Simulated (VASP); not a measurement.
Input of a VASP 6.6.1 run:

Contents of INCAR:

```
  PREC = Accurate
  ENCUT = 600
  EDIFF = 1E-7
  ISMEAR = 0
  SIGMA = 0.1
  LREAL = False
  LASPH = True
  NELM = 80
  ALGO = Fast
  ISIF = 3
  LWAVE = False
  LCHARG = False
  GGA = PE
  IVDW = 12
  IBRION = 2
  NSW = 100
  EDIFFG = -0.01
```

The input KPOINTS:

```
Automatic mesh
0
Gamma
  12 12 10
```

The input POSCAR:

```
MgC6
1.0
    4.3642241850      0.0000000000      0.0000000000
   -2.1821120925      3.7795290121      0.0000000000
    0.0000000000      0.0000000000      3.6915608226
Mg C
1 6
Direct
    0.0000000000      0.0000000000      0.5000000000
    0.3352929607      0.3352929607      0.0000000000
    0.0000000000      0.6647070393      0.0000000000
    0.6647070393      0.0000000000      0.0000000000
    0.0000000000      0.3352929607      0.0000000000
    0.6647070393      0.6647070393      0.0000000000
    0.3352929607      0.0000000000      0.0000000000
```

Potentials or basis: VASP PAW PBE potentials, release 64 (Mg, C).

Run with:

```bash
$ cat potpaw_PBE.64/Mg/POTCAR potpaw_PBE.64/C/POTCAR > POTCAR
$ mpirun -np 1 vasp_std > vasp.out
```

Estimate the relaxed volume.

8.85 Å³/atom.

Estimate the relaxed cell.

a = 4.353 Å, b = 4.353 Å, c = 3.776 Å, α = 90.00°, β = 90.00°, γ = 120.00°.

What does it give for the band gap on the k mesh?

Zero (bands 13 and 14 overlap by 4.97 eV).

Forces in eV/Å, atoms in the order of the input:
```
Mg   0.000  0.000  0.000
C    0.001  0.002  0.000
C    0.001 -0.002  0.000
C   -0.003  0.000  0.000
C   -0.001  0.002  0.000
C   -0.001 -0.002  0.000
C    0.003  0.000  0.000
```
